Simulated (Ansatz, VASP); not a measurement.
# Bi2Se3 in VASP and in Ansatz

```
Bi Se
1.0
     2.23722    1.29166    9.54533
    -2.23722    1.29166    9.54533
     0.00000   -2.58332    9.54533
Bi Se
2 3
Direct
  0.40080 0.40080 0.40080
  0.59920 0.59920 0.59920
  0.00000 0.00000 0.00000
  0.21170 0.21170 0.21170
  0.78830 0.78830 0.78830
```

Change from the starting cell: strain +0.080 along x and y, +0.000 along z, atoms carried along.

Alike in both runs: task single point; functional PBE; k mesh 12 × 12 × 12; occupations gaussian, width 0.03 eV; no spin polarisation.

|  | VASP | Ansatz |
| --- | --- | --- |
| version | VASP 6.6.1 | Ansatz 0.2.0 |
| potentials or method | VASP PAW PBE potentials, release 64 (Bi_d, Se), cutoff 520 eV | scalar-relativistic, plane waves, PAW |
| valence electrons in the cell | 48 | 78 |

|  | VASP | Ansatz | Ansatz less VASP |
| --- | --- | --- | --- |
| gap on the k mesh at the Fermi level (eV) | 0.08 | 0.08 | +0.003 |
| least direct gap on the mesh (eV) | 0.08 | 0.08 | +0.003 |
| pressure (GPa) | -5.0 | -5.0 | 0.00 |
| traceless stress, the component that is largest in VASP (GPa) | 1.93 | 1.93 | +0.002 |
| rms of the force components (eV/Å) | 0.244 | 0.247 | +0.0025 |

Atom by atom the forces differ by 0.003 eV/Å (rms over components). VASP's potentials hold 48 valence electrons a cell and Ansatz's 78, so a difference there can come from the potentials and not from the codes.

Neither program's run includes spin-orbit coupling.
